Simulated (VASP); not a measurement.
The system is BiW.

```
CELL_PARAMETERS angstrom
4.62621 0.00000 0.00000
-2.31310 4.00641 0.00000
0.00000 0.00000 5.15283
ATOMIC_POSITIONS crystal
W 0.00000 0.00000 0.00000
W 0.00000 0.00000 0.50000
Bi 0.33333 0.66667 0.25000
Bi 0.66667 0.33333 0.75000
```

Base run:

```yaml
Program: VASP 6.6.1
Functional: PBE
Potentials_or_basis: VASP PAW PBE potentials, release 64 (W_sv, Bi_d)
Cutoff: 520 eV
k_mesh: 10 × 10 × 6
Occupations: methfessel-paxton, width 0.05 eV
Spin: no spin polarisation
```

Its results: band gap on the k mesh zero (bands 29 and 30 overlap by 1.41 eV); pressure 0.1 GPa.

Task: The run is repeated on the same cell with these changes: functional from PBE to r2SCAN; occupations from methfessel-paxton, width 0.05 eV to gaussian, width 0.05 eV. What comes out?

Result: Band gap on the k mesh zero (bands 29 and 30 overlap by 1.44 eV); pressure -2.2 GPa.

Caveats: spin-orbit coupling is left out, which moves the levels of the heavy elements; the PAW data sets were made with another functional, which shifts forces and pressure a little (at least some runs).
